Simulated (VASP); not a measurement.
A run of VASP 6.6.1 is set up as follows.

File INCAR:

```
SYSTEM = CoO
  PREC = Accurate
  ENCUT = 600
  EDIFF = 1E-6
  ISMEAR = -1
  SIGMA = 0.05
  LREAL = .FALSE.
  LASPH = .TRUE.
  NELM = 200
  ALGO = Normal
  ISIF = 2
  LWAVE = .FALSE.
  LCHARG = .TRUE.
  ISPIN = 2
  MAGMOM = 2 0
  LORBIT = 11
  LMAXMIX = 4
  GGA = PE
  LELF = .TRUE.
  LVHAR = .TRUE.
  NBANDS = 22
  GGA_COMPAT = .FALSE.
```

The input KPOINTS:

```
Automatic mesh
0
G
  11 11 11
  0 0 0
```

File POSCAR:

```
CoO
1.0
    0.0000000000      2.1315016600      2.1315016600
    2.1315016600      0.0000000000      2.1315016600
    2.1315016600      2.1315016600      0.0000000000
Co O
1 1
Direct
    0.0000000000      0.0000000000      0.0000000000
    0.5000000000      0.5000000000      0.5000000000
```

Potentials or basis: VASP PAW PBE potentials, release 64 (Co_sv, O).

Command:

```bash
$ cat potpaw_PBE.64/Co_sv/POTCAR potpaw_PBE.64/O/POTCAR > POTCAR
$ mpirun -np 1 vasp_std > vasp.out
```

Question: Estimate the net moment.

Answer: 2.92 μB per cell.

Question: Predict the site moments.

Answer: Co +2.52; O +0.29 μB.

Caveat: a cell with one magnetic atom can't hold antiferromagnetic order, which such compounds often take.
